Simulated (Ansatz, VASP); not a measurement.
**One calculation of LuBe, two programs**

INCAR

```
SYSTEM = LuBe
PREC = Accurate
ENCUT = 520
EDIFF = 1E-6
ISMEAR = -1
SIGMA = 0.05
LREAL = .False.
LASPH = .True.
NELM = 100
ALGO = Normal
ISIF = 2
LWAVE = .False.
LCHARG = .True.
GGA = RE
LELF = .True.
LVHAR = .True.
NBANDS = 20
```

Contents of KPOINTS:

```
Automatic mesh
0
Gamma
  8 8 8
  0 0 0
```

Contents of POSCAR:

```
LuBe
1.0
    3.3203700000      0.0000000000      0.0000000000
    0.0000000000      3.3203700000      0.0000000000
    0.0000000000      0.0000000000      3.3203700000
Lu Be
1 1
Direct
    0.0000000000      0.0000000000      0.0000000000
    0.5000000000      0.5000000000      0.5000000000
```

Contents of input.yaml:

```yaml
crystal:
  lattice:
    - [3.32037, 0.0, 0.0]
    - [0.0, 3.32037, 0.0]
    - [0.0, 0.0, 3.32037]
  atoms:
    - { symbol: Lu, position: [0.0, 0.0, 0.0] }
    - { symbol: Be, position: [0.5, 0.5, 0.5] }
hamiltonian:
  xc: revpbe
  pseudopotentials: { kind: paw }
kpoints:
  mp_grid: { grid: [8, 8, 8] }
  band_path:
    path:
      - [[0.0, 0.0, 0.0], [0.0, 0.5, 0.0], [0.5, 0.5, 0.0], [0.0, 0.0, 0.0], [0.5, 0.5, 0.5], [0.0, 0.5, 0.0]]
      - [[0.5, 0.5, 0.0], [0.5, 0.5, 0.5]]
    npoints: 14
scf:
  occupations: { method: fermi_dirac, width: 0.05 }
  n_extra_bands: 6
output:
  forces: true
  stress: true
  eigenvalues: true
  fatbands: true
```

Alike in both runs: functional revPBE; k mesh 8 × 8 × 8; occupations fermi-dirac, width 0.05 eV; no spin polarisation.

|  | VASP | Ansatz |
| --- | --- | --- |
| version | VASP 6.6.1 | Ansatz 0.2.0 |
| potentials or method | VASP PAW PBE potentials, release 64 (Lu, Be) | Ansatz PAW |
| plane-wave cutoff (eV) | 520 | 420 |
| valence electrons in the cell | 27 | 27 |
| task | single point | band structure |

|  | VASP | Ansatz | Ansatz less VASP |
| --- | --- | --- | --- |
| gap on the k mesh at the Fermi level (eV) | none | none | - |
| pressure (GPa) | 2.0 | 1.8 | -0.16 |

VASP's potentials were made for PBE, not for revPBE. A gap of «none» marks a metal or a gap that the smearing closes.

Spin-orbit coupling is off throughout.
